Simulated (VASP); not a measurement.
Write the native input for VASP 6.6.1 that does the following.

```yaml
Task: single point
Functional: PBEsol
Potentials_or_basis: VASP PAW PBE potentials, release 64 (Ti_sv, C)
Cutoff: 520 eV
k_mesh: 18 × 18 × 18
Occupations: gaussian, width 0.1 eV
Spin: no spin polarisation
Dipole_correction: no
Further_INCAR_settings: ALGO = Normal; EDIFF = 1e-06; NBANDS = 21
```

The structure of Ti2C lies in POSCAR:

```
Ti2C
1.0
    1.4899597550      0.8602286656      4.5956628980
   -1.4899597550      0.8602286656      4.5956628980
    0.0000000000     -1.7204573312      4.5956628980
Ti C
2 1
Direct
    0.2489606677      0.2489606677      0.2489606677
    0.7510393323      0.7510393323      0.7510393323
    0.5000000000      0.5000000000      0.5000000000
```

The input as run:

INCAR

```
SYSTEM = Ti2C
ALGO = Normal
EDIFF = 1E-6
ENCUT = 520
GGA = PS
ISIF = 2
ISMEAR = 0
LASPH = .True.
LCHARG = .False.
LREAL = .False.
LWAVE = .False.
NBANDS = 21
NELM = 60
PREC = Accurate
SIGMA = 0.1
```

KPOINTS

```
k-points
0
Gamma
  18 18 18
  0 0 0
```

Potentials or basis: VASP PAW PBE potentials, release 64 (Ti_sv, C).

Command:

```sh
$ cat potpaw_PBE.64/Ti_sv/POTCAR potpaw_PBE.64/C/POTCAR > POTCAR
$ mpirun -np 1 vasp_std > vasp.out
```

It gave:

The pressure is 15.1 GPa and the largest force is 0.030 eV/Å. The band gap on the k mesh is zero (bands 14 and 15 overlap by 1.06 eV).

Caveat: the cell stands under pressure; the PAW data sets were made with another functional, which shifts forces and pressure a little.

Run time: 17 min on 1 thread of Intel Xeon 8259CL, with other jobs on the host, peak memory 0.51 GiB.
